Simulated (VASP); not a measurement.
Set up this calculation in VASP 6.6.1, as the native input.

```yaml
Task: single point
Functional: LDA
Potentials_or_basis: VASP PAW LDA potentials, release 64 (Cd, Pd)
Cutoff: 520 eV
k_mesh: 8 × 8 × 8
Occupations: methfessel-paxton, width 0.1 eV
Spin: no spin polarisation
Dipole_correction: no
Further_INCAR_settings: ALGO = Normal; EDIFF = 1e-06; NBANDS = 31
```

The structure of Cd3Pd lies in POSCAR:

```
Cd3Pd
1.0
    4.2084790200      0.0000000000      0.0000000000
    0.0000000000      4.2084790200      0.0000000000
    0.0000000000      0.0000000000      4.2084790200
Cd Pd
3 1
Direct
    0.0000000000      0.5000000000      0.5000000000
    0.5000000000      0.0000000000      0.5000000000
    0.5000000000      0.5000000000      0.0000000000
    0.0000000000      0.0000000000      0.0000000000
```

One way to write it, as run:

INCAR

```
PREC = Accurate
ENCUT = 520
EDIFF = 1E-6
ISMEAR = 1
SIGMA = 0.1
LREAL = False
LASPH = True
NELM = 100
ALGO = Normal
ISIF = 2
LWAVE = False
LCHARG = False
NBANDS = 31
```

KPOINTS

```
Automatic mesh
0
Gamma
  8 8 8
```

Potentials or basis: VASP PAW LDA potentials, release 64 (Cd, Pd).

Run with:

```console
$ cat potpaw_LDA.64/Cd/POTCAR potpaw_LDA.64/Pd/POTCAR > POTCAR
$ mpirun -np 1 vasp_std > vasp.out
```

Results of the run:

```json
{
 "Pressure": "-6.4 GPa",
 "Band gap on the k mesh": "zero (band 23 reaches 7.62 eV, above the bottom of band 24 at 2.72 eV)"
}
```

Run time: 23 s on 1 thread of Intel(R) Xeon(R) 6975P-C (Granite Rapids), on a shared host, peak memory 0.19 GiB.
